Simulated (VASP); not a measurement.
# Fe in VASP: notebook

Fe is run at these levels: PBE; tasks: relaxation of cell and atoms, single point.

Everything below comes from runs of VASP 6.6.1. Logs are shortened: lines on timing, memory, paths and dates and some standing lists are left out, and cuts for length are marked.

### Step 1. The cell of the first run

The structure is cubic, space group Fm-3m (No. 225). The conventional cell has a = 3.612 Å, b = 3.612 Å, c = 3.612 Å, α = 90.00°, β = 90.00°, γ = 90.00°. Within 3.4 Å of Fe (site symmetry m-3m) lie 12 Fe at 2.55 Å.

This isn't the form of Fe at room conditions, which is bcc.

### Step 2. Relaxation of cell and atoms, PBE, collinear spin, antiferromagnetic start

Input file INCAR:

```
SYSTEM = Fe
ALGO = Normal
EDIFF = 1E-6
EDIFFG = -0.01
ENCUT = 600
GGA = PE
IBRION = 2
ISIF = 3
ISMEAR = -1
ISPIN = 2
LASPH = .TRUE.
LCHARG = .FALSE.
LMAXMIX = 4
LORBIT = 11
LREAL = .FALSE.
LWAVE = .FALSE.
MAGMOM = 2.5 -2.5
NELM = 150
NSW = 80
PREC = Accurate
SIGMA = 0.05
```

Input file KPOINTS:

```
k-points
0
G
  12 12 9
  0 0 0
```

Input file POSCAR:

```
Fe
1.0
    2.5537611755      0.0000000000      0.0000000000
    0.0000000000      2.5537611755      0.0000000000
    0.0000000000      0.0000000000      3.6115636895
Fe
2
Direct
    0.0000000000      0.0000000000      0.0000000000
    0.5000000000      0.5000000000      0.5000000000
```

Potentials or basis: VASP PAW PBE potentials, release 64 (Fe).

Command:

```sh
> cat potpaw_PBE.64/Fe/POTCAR > POTCAR
> mpirun -np 1 vasp_std > vasp.out
```

OUTCAR:

```text
SYSTEM = Fe
   EDIFF = 1E-6
   EDIFFG = -0.01
   ENCUT = 600
   GGA = PE
   IBRION = 2
   ISIF = 3
   ISMEAR = -1
   ISPIN = 2
   LASPH = .TRUE.
   LORBIT = 11
   LREAL = .FALSE.
   NELM = 150
   NSW = 80
   PREC = Accurate

 ion  position               nearest neighbor table
   1  0.000  0.000  0.000-   2 2.55   2 2.55   2 2.55   2 2.55   2 2.55   2 2.55   2 2.55   2 2.55

   2  0.500  0.500  0.500-   1 2.55   1 2.55   1 2.55   1 2.55   1 2.55   1 2.55   1 2.55   1 2.55

  LATTYP: Found a simple tetragonal cell.
 ALAT       =     2.5537611755
 C/A-ratio  =     1.4142135624

  Lattice vectors:

 A1 = (   2.5537611755,   0.0000000000,   0.0000000000)
 A2 = (   0.0000000000,   2.5537611755,   0.0000000000)
 A3 = (   0.0000000000,   0.0000000000,   3.6115636895)

Analysis of symmetry for initial positions (statically):
=====================================================================
 Subroutine PRICEL returns following result:

  LATTYP: Found a face centered cubic cell.
 ALAT       =     3.6115636895
[... 12 lines left out ...]
 Subroutine GETGRP returns: Found 16 space group operations
 (whereof 16 operations were pure point group operations)
 out of a pool of 16 trial point group operations.

The static configuration has the point symmetry D_4h.

Analysis of symmetry for dynamics (positions and initial velocities):
=====================================================================
 Subroutine PRICEL returns following result:

  LATTYP: Found a face centered cubic cell.
 ALAT       =     3.6115636895
[... 12 lines left out ...]
 Subroutine GETGRP returns: Found 16 space group operations
 (whereof 16 operations were pure point group operations)
 out of a pool of 16 trial point group operations.

The dynamic configuration has the point symmetry D_4h.

Analysis of structural, dynamic, and magnetic symmetry:
=====================================================================
 Subroutine PRICEL returns following result:

  LATTYP: Found a face centered cubic cell.
 ALAT       =     3.6115636895
[... 12 lines left out ...]
 Subroutine GETGRP returns: Found 16 space group operations
 (whereof 16 operations were pure point group operations)
 out of a pool of 16 trial point group operations.

The overall configuration has the point symmetry D_4h.

 Subroutine INISYM returns: Found 16 space group operations
 (whereof 16 operations are pure point group operations),
 and found     2 'primitive' translations

----------------------------------------------------------------------------------------

                                     Primitive cell

  volume of cell :      11.7768

  direct lattice vectors                    reciprocal lattice vectors
[... 127 lines left out ...]
 Free energy of the ion-electron system (eV)
  ---------------------------------------------------
  ext. energy  EPLUGINS =         0.00000000
  ---------------------------------------------------
  free energy    TOTEN  =       -16.13803510 eV

  energy without entropy =      -16.10669845  energy(sigma->0) =      -16.12236678

------------------------ aborting loop because EDIFF is reached ----------------------------------------

  FORCE on cell =-STRESS in cart. coord.  units (eV):
  Direction    XX          YY          ZZ          XY          YZ          ZX
  --------------------------------------------------------------------------------------
  -------------------------------------------------------------------------------------
  Total       -2.8911530     -2.8911530     -0.6257913     -0.0000000      0.0000000      0.0000000
  in kB     -196.6644332   -196.6644332    -42.5681022     -0.0000000      0.0000000      0.0000000
  external PRESSURE =    -145.2989896 kB  Pullay stress =       0.0000000 kB
[... 93 lines left out ...]
  FREE ENERGIE OF THE ION-ELECTRON SYSTEM (eV)
  ---------------------------------------------------
  free  energy   TOTEN  =       -16.2953644575 eV

  energy  without entropy=      -16.2722057258  energy(sigma->0) =      -16.28378509

[... ionic steps 4 to 7 ...]

--------------------------------------- Ionic step        8  -------------------------------------------

 number of electron      15.9999989 magnetization      -0.0000000

 number of electron      15.9999989 magnetization       0.0000000
[... 73 lines left out ...]
 number of electron      15.9999990 magnetization      -0.0000000

 number of electron      15.9999990 magnetization       0.0000000

 Free energy of the ion-electron system (eV)
  ---------------------------------------------------
  ext. energy  EPLUGINS =         0.00000000
  ---------------------------------------------------
  free energy    TOTEN  =       -16.30859864 eV

  energy without entropy =      -16.28827745  energy(sigma->0) =      -16.29843805

 E-fermi :   6.5561     XC(G=0): -13.4471

 val. band max:        6.5494695214   @ k =   0.1667   0.0833   0.4444
 cond. band min:       6.5565934240   @ k =   0.2500   0.1667   0.2222
 fundamental gap:      0.0071239026
 Fermi energy:         6.5561290317

 spin component 1

 k-point     1 :       0.0000    0.0000    0.0000
  band No.  band energies     occupation
      1      -2.2881      1.00000
      2       1.5987      1.00000
      3       2.3685      1.00000
      4       4.5101      1.00000
      5       4.7870      1.00000
      6       4.7870      1.00000
      7       5.7679      1.00000
      8       5.9807      0.99999
      9       7.7512      0.00000
     10       7.7512      0.00000
     11       8.1045      0.00000
     12       8.2418      0.00000
[... 333 lines left out ...]
      1       1.6210      1.00000
      2       2.3338      1.00000
      3       2.5850      1.00000
      4       2.7112      1.00000
      5       5.5884      1.00000
      6       6.4471      0.89858
      7       6.8800      0.00154
      8       6.9309      0.00056
      9       7.1012      0.00002
     10       7.4129      0.00000
     11       8.1968      0.00000
     12      11.9226      0.00000

 [... further k-points ...]

 spin component 2

 k-point     1 :       0.0000    0.0000    0.0000
  band No.  band energies     occupation
      1      -2.2881      1.00000
      2       1.5987      1.00000
      3       2.3685      1.00000
      4       4.5101      1.00000
      5       4.7870      1.00000
      6       4.7870      1.00000
      7       5.7679      1.00000
      8       5.9807      0.99999
      9       7.7512      0.00000
     10       7.7512      0.00000
     11       8.1045      0.00000
     12       8.2418      0.00000
[... 374 lines left out ...]
  FREE ENERGIE OF THE ION-ELECTRON SYSTEM (eV)
  ---------------------------------------------------
  free  energy   TOTEN  =       -16.3085986449 eV

  energy  without entropy=      -16.2882774482  energy(sigma->0) =      -16.29843805

 reached required accuracy - stopping structural energy minimisation

 total charge

# of ion       s       p       d       tot
------------------------------------------
    1        0.516   0.600   6.262   7.378
    2        0.516   0.600   6.262   7.378
--------------------------------------------------
tot          1.033   1.200  12.523  14.755

 magnetization (x)

# of ion       s       p       d       tot
------------------------------------------
    1        0.019   0.038   1.537   1.593
    2       -0.019  -0.038  -1.537  -1.593
--------------------------------------------------
tot          0.000   0.000   0.000   0.000
```

OSZICAR:

```text
N       E                     dE             d eps       ncg     rms          rms(c)
DAV:   1     0.946660511776E+02    0.94666E+02   -0.83454E+03  6744   0.191E+03
DAV:   2    -0.150501355396E+02   -0.10972E+03   -0.10224E+03  6828   0.314E+02
[... 85 lines left out ...]
       N       E                     dE             d eps       ncg     rms          rms(c)
DAV:   1    -0.163087481993E+02   -0.16377E-03   -0.33434E-03  6720   0.116E+00    0.106E-01
DAV:   2    -0.163086133910E+02    0.13481E-03   -0.96329E-04  6736   0.632E-01    0.608E-02
DAV:   3    -0.163086010611E+02    0.12330E-04   -0.53738E-05  6776   0.155E-01    0.254E-02
DAV:   4    -0.163085997126E+02    0.13485E-05   -0.11576E-06  3424   0.191E-02    0.819E-03
DAV:   5    -0.163085987053E+02    0.10073E-05   -0.67311E-07  3360   0.150E-02    0.213E-03
DAV:   6    -0.163085986449E+02    0.60453E-07   -0.25581E-07  3360   0.925E-03
  10 F= -.16308599E+02 E0= -.16298438E+02  d E =-.436578E-05  mag=     0.0000
```

Run time: 2.8 min. Hardware: 1 thread of Intel Xeon 6975P-C (Granite Rapids), shared host; peak memory 0.21 GiB.

Results:

```
Free energy                                           : -16.3086 eV
Relaxed volume                                        : 10.77 Å³/atom
Relaxed cell                                          : a = 2.419 Å, b = 2.419 Å, c = 3.682 Å, α = 90.00°, β = 90.00°, γ = 90.00°
Space group after relaxing (to 0.1 Å)                 : I4/mmm (No. 139)
Energy gained by relaxing                             : 85.3 meV/atom
Ionic steps                                           : 10
Pressure after relaxing                               : 0.0 GPa
Band gap on the k mesh                                : zero (filled and empty bands overlap)
Net moment                                            : 0.00 μB per cell
Site moments                                          : Fe +1.59, -1.59 μB
Valence electrons inside the program's atomic spheres : Fe 7.38
```

Stress tensor (GPa, compression positive):
```
-0.01  0.00  0.00
 0.00 -0.01  0.00
 0.00  0.00  0.12
```

Step by step:
```csv
step,energy change (eV),largest force (eV/Å),pressure (GPa),volume (Å³)
1,0.0000,0.0000,-14.53,23.55
2,-0.1035,0.0000,15.75,20.08
3,-0.1573,0.0000,1.88,21.20
4,-0.1573,0.0000,1.36,21.24
5,-0.1684,0.0000,0.61,21.42
6,-0.1705,0.0000,0.12,21.55
7,-0.1706,0.0000,0.15,21.54
8,-0.1706,0.0000,0.16,21.54
9,-0.1705,0.0000,-0.14,21.57
10,-0.1706,0.0000,0.04,21.55
```

Final structure:
```cif
data_structure
_symmetry_space_group_name_H-M 'P 1'
_symmetry_Int_Tables_number 1
_cell_length_a 2.4190
_cell_length_b 2.4190
_cell_length_c 3.6822
_cell_angle_alpha 90.000
_cell_angle_beta 90.000
_cell_angle_gamma 90.000
_cell_volume 21.55
loop_
_atom_site_label
_atom_site_type_symbol
_atom_site_fract_x
_atom_site_fract_y
_atom_site_fract_z
_atom_site_occupancy
Fe1 Fe 0.00000 0.00000 0.00000 1
Fe2 Fe 0.50000 0.50000 0.50000 1
```

Levels at points of the mesh, in eV from the Fermi level:
Spin up:
| k point | band 4 | band 5 | band 6 | band 7 | band 8 | band 9 | band 10 | band 11 | band 12 |
| --- | --- | --- | --- | --- | --- | --- | --- | --- | --- |
| (0.00, 0.00, 0.00) | -2.05 | -1.77 | -1.77 | -0.79 | -0.58 | 1.20 | 1.20 | 1.55 | 1.69 |
| (0.50, 0.00, 0.00) | -2.96 | -2.27 | -1.86 | -1.86 | -1.02 | 0.21 | 0.67 | 2.19 | 3.12 |
| (0.50, 0.50, 0.00) | -4.25 | 0.35 | 0.63 | 0.85 | 0.85 | 1.04 | 1.72 | 3.46 | 3.46 |
Spin down:
```csv
k point,band 4,band 5,band 6,band 7,band 8,band 9,band 10,band 11,band 12
"(0.00, 0.00, 0.00)",-2.05,-1.77,-1.77,-0.79,-0.58,1.20,1.20,1.55,1.69
"(0.50, 0.00, 0.00)",-2.96,-2.27,-1.86,-1.86,-1.02,0.21,0.67,2.19,3.12
"(0.50, 0.50, 0.00)",-4.25,0.35,0.63,0.85,0.85,1.04,1.72,3.46,3.46
```

Caveat: the antiferromagnetic order is the one typed at the start, and another may lie lower.

### Step 3. Single point, PBE, collinear spin, antiferromagnetic start

This run uses another cell than the first one, of 10.79 Å³/atom.

Input file INCAR:

```
SYSTEM = Fe
PREC     = Accurate       ! precision mode
ENCUT    = 520            ! plane-wave cutoff, eV
EDIFF    = 1E-7           ! SCF threshold, eV
ISMEAR   = -1             ! smearing method
SIGMA    = 0.05           ! smearing width, eV
LREAL    = .False.        ! projectors in reciprocal space
LASPH    = .True.         ! aspherical terms in the spheres
NELM     = 150            ! most SCF steps
ALGO     = Normal         ! electronic algorithm
ISIF     = 2              ! what is computed and relaxed
LWAVE    = .False.        ! write WAVECAR
LCHARG   = .True.         ! write CHGCAR
ISPIN    = 2              ! spin polarisation
MAGMOM   = 1.551 -1.551   ! initial moments
LORBIT   = 11             ! projections on sites
LMAXMIX  = 4              ! l up to which the mixer works
GGA      = PE             ! functional
LELF     = .True.         ! ELF
LVHAR    = .True.       
NBANDS   = 19             ! bands
```

Input file KPOINTS:

```
Automatic mesh
0
Gamma
  21 21 14
  0 0 0
```

Input file POSCAR:

```
Fe
1.0
    2.4214045604      0.0000000000      0.0000000000
    0.0000000000      2.4214045604      0.0000000000
    0.0000000000      0.0000000000      3.6811585483
Fe
2
Direct
    1.0000000000      1.0000000000      0.0000000000
    0.5000000000      0.5000000000      0.5000000000
```

Potentials or basis: VASP PAW PBE potentials, release 64 (Fe).

Command:

```sh
> cat potpaw_PBE.64/Fe/POTCAR > POTCAR
> mpirun -np 1 vasp_std > vasp.out
```

OUTCAR:

```text
SYSTEM = Fe
   PREC = Accurate
   ENCUT = 520
   EDIFF = 1E-7
   ISMEAR = -1
   LREAL = .False.
   LASPH = .True.
   NELM = 150
   ISIF = 2
   ISPIN = 2
   LORBIT = 11
   GGA = PE

 ion  position               nearest neighbor table
   1  0.000  0.000  0.000-   2 2.51   2 2.51   2 2.51   2 2.51   2 2.51   2 2.51   2 2.51   2 2.51

   2  0.500  0.500  0.500-   1 2.51   1 2.51   1 2.51   1 2.51   1 2.51   1 2.51   1 2.51   1 2.51

  LATTYP: Found a simple tetragonal cell.
 ALAT       =     2.4214045604
 C/A-ratio  =     1.5202575433

  Lattice vectors:

[... 1305 lines left out ...]

 VOLUME and BASIS-vectors are now :
 -----------------------------------------------------------------------------
  energy-cutoff  :      520.00
  volume of cell :       21.58
      direct lattice vectors                 reciprocal lattice vectors
     2.421404560  0.000000000  0.000000000     0.412983446  0.000000000  0.000000000
     0.000000000  2.421404560  0.000000000     0.000000000  0.412983446  0.000000000
     0.000000000  0.000000000  3.681158548     0.000000000  0.000000000  0.271653608

 POSITION                                       TOTAL-FORCE (eV/Angst)
 -----------------------------------------------------------------------------------
      0.00000      0.00000      0.00000        -0.000000      0.000000     -0.000000
      1.21070      1.21070      1.84058         0.000000     -0.000000      0.000000
 -----------------------------------------------------------------------------------
    total drift:                                0.000000     -0.000000     -0.000000

  FREE ENERGIE OF THE ION-ELECTRON SYSTEM (eV)
  ---------------------------------------------------
  free  energy   TOTEN  =       -16.3065772926 eV

  energy  without entropy=      -16.2860508835  energy(sigma->0) =      -16.29631409

 total charge

# of ion       s       p       d       tot
------------------------------------------
    1        0.515   0.599   6.259   7.373
    2        0.515   0.599   6.259   7.373
--------------------------------------------------
tot          1.031   1.197  12.518  14.746

 magnetization (x)

# of ion       s       p       d       tot
------------------------------------------
    1        0.019   0.037   1.525   1.581
    2       -0.019  -0.037  -1.525  -1.581
--------------------------------------------------
tot          0.000   0.000   0.000   0.000
```

OSZICAR:

```text
N       E                     dE             d eps       ncg     rms          rms(c)
DAV:   1     0.742315985443E+02    0.74232E+02   -0.71179E+03 43752   0.111E+03
DAV:   2    -0.157454615737E+02   -0.89977E+02   -0.78789E+02 40377   0.202E+02
DAV:   3    -0.192048765762E+02   -0.34594E+01   -0.32482E+01 44372   0.508E+01
DAV:   4    -0.192320699730E+02   -0.27193E-01   -0.27173E-01 44928   0.420E+00
DAV:   5    -0.192323555107E+02   -0.28554E-03   -0.28553E-03 45327   0.404E-01    0.165E+01
DAV:   6    -0.165008283956E+02    0.27315E+01   -0.75839E+00 43936   0.599E+01    0.640E+00
DAV:   7    -0.163198473831E+02    0.18098E+00   -0.75644E-01 45140   0.163E+01    0.307E+00
DAV:   8    -0.163137255147E+02    0.61219E-02   -0.14619E-02 57778   0.169E+00    0.129E+00
DAV:   9    -0.163071916562E+02    0.65339E-02   -0.10521E-02 62120   0.249E+00    0.444E-01
DAV:  10    -0.163065607081E+02    0.63095E-03   -0.24232E-03 64883   0.850E-01    0.176E-01
DAV:  11    -0.163065847875E+02   -0.24079E-04   -0.22408E-04 56585   0.217E-01    0.649E-02
DAV:  12    -0.163065774432E+02    0.73444E-05   -0.25303E-05 56373   0.620E-02    0.213E-02
DAV:  13    -0.163065798678E+02   -0.24247E-05   -0.34232E-06 55209   0.410E-02    0.997E-03
DAV:  14    -0.163065778752E+02    0.19927E-05   -0.42087E-07 49284   0.168E-02    0.320E-03
DAV:  15    -0.163065775090E+02    0.36619E-06   -0.35579E-08 23761   0.291E-03    0.170E-03
DAV:  16    -0.163065773519E+02    0.15708E-06   -0.11443E-08 23076   0.203E-03    0.979E-04
DAV:  17    -0.163065772926E+02    0.59254E-07   -0.45877E-09 22311   0.160E-03
   1 F= -.16306577E+02 E0= -.16296314E+02  d E =-.205264E-01  mag=    -0.0000
```

stdout:

```text
POSCAR found type information on POSCAR Fe
 POSCAR found :  1 types and       2 ions
 scaLAPACK will be used
 LDA part: xc-table for (Slater+PW92), standard interpolation
 POSCAR, INCAR and KPOINTS ok, starting setup
 FFT: planning ... GRIDC
 FFT: planning ... GRID_SOFT
 FFT: planning ... GRID
 WAVECAR not read
 entering main loop
```

Wall time 2.8 min (1 thread of Intel Xeon 6975P-C (Granite Rapids), shared host); peak memory 0.38 GiB.

What came out:

```
Free energy                                           : -16.3066 eV
Pressure                                              : -0.5 GPa
Band gap on the k mesh                                : zero (filled and empty bands overlap)
Net moment                                            : 0.00 μB per cell
Site moments                                          : Fe +1.58, -1.58 μB
Valence electrons inside the program's atomic spheres : Fe 7.37
```

Stress tensor (GPa, compression positive):
```
-0.56  0.00  0.00
 0.00 -0.56  0.00
 0.00  0.00 -0.27
```

Caveat: the antiferromagnetic order is the one typed at the start, and another may lie lower.

### Step 4. Single point, PBE, collinear spin, antiferromagnetic start (9.93 Å³/atom)

This run uses another cell than the first one, of 9.93 Å³/atom.

Input file INCAR:

```
  PREC = Accurate
  ENCUT = 690
  EDIFF = 1E-6
  ISMEAR = -1
  SIGMA = 0.05
  LREAL = F
  LASPH = T
  NELM = 200
  ALGO = Normal
  ISIF = 2
  LWAVE = F
  LCHARG = F
  ISPIN = 2
  MAGMOM = 1.537 -1.537
  LORBIT = 11
  LMAXMIX = 4
  GGA = PE
  NBANDS = 27
  GGA_COMPAT = F
```

Input file KPOINTS:

```
Automatic mesh
0
Gamma
  15 15 10
```

Input file POSCAR:

```
Fe
1.0
    2.3550310192      0.0000000000      0.0000000000
    0.0000000000      2.3550310192      0.0000000000
    0.0000000000      0.0000000000      3.5802536716
Fe
2
Direct
    1.0000000000      1.0000000000      0.0000000000
    0.5000000000      0.5000000000      0.5000000000
```

Potentials or basis: VASP PAW PBE potentials, release 64 (Fe_sv).

Command:

```sh
> cat potpaw_PBE.64/Fe_sv/POTCAR > POTCAR
> mpirun -np 1 vasp_std > vasp.out
```

Wall time 2.2 min (1 thread of Intel Xeon Platinum 8488C (Sapphire Rapids), shared host); peak memory 0.32 GiB.

The run converged. Its results:

| Property | Result |
| --- | --- |
| Free energy | -16.4668 eV |
| Pressure | 18.6 GPa |
| Band gap on the k mesh | zero (filled and empty bands overlap) |
| Net moment | 0.00 μB per cell |
| Site moments | Fe +1.22, -1.22 μB |
| Valence electrons inside the program's atomic spheres | Fe 13.82 |

Stress tensor (GPa, compression positive):
```
21.08  0.00  0.00
 0.00 21.08  0.00
 0.00  0.00 13.75
```

Levels at points of the mesh, in eV from the Fermi level:
Spin up:
| k point | band 12 | band 13 | band 14 | band 15 | band 16 | band 17 | band 18 | band 19 | band 20 | band 21 |
| --- | --- | --- | --- | --- | --- | --- | --- | --- | --- | --- |
| (0.00, 0.00, 0.00) | -2.25 | -1.77 | -1.77 | -0.57 | -0.51 | 1.34 | 1.34 | 1.58 | 1.81 | 10.70 |
| (0.00, 0.00, 0.50) | -3.16 | -2.12 | -1.18 | -1.08 | -1.08 | -0.44 | 0.26 | 0.26 | 1.49 | 19.43 |
Spin down:
```tsv
k point	band 12	band 13	band 14	band 15	band 16	band 17	band 18	band 19	band 20	band 21
(0.00, 0.00, 0.00)	-2.25	-1.77	-1.77	-0.57	-0.51	1.34	1.34	1.58	1.81	10.70
(0.00, 0.00, 0.50)	-3.16	-2.12	-1.18	-1.08	-1.08	-0.44	0.26	0.26	1.49	19.43
```

Caveat: the stress differs along the axes, from 14 to 21 GPa; the antiferromagnetic order is the one typed at the start, and another may lie lower.

[end of part 1 of 2]
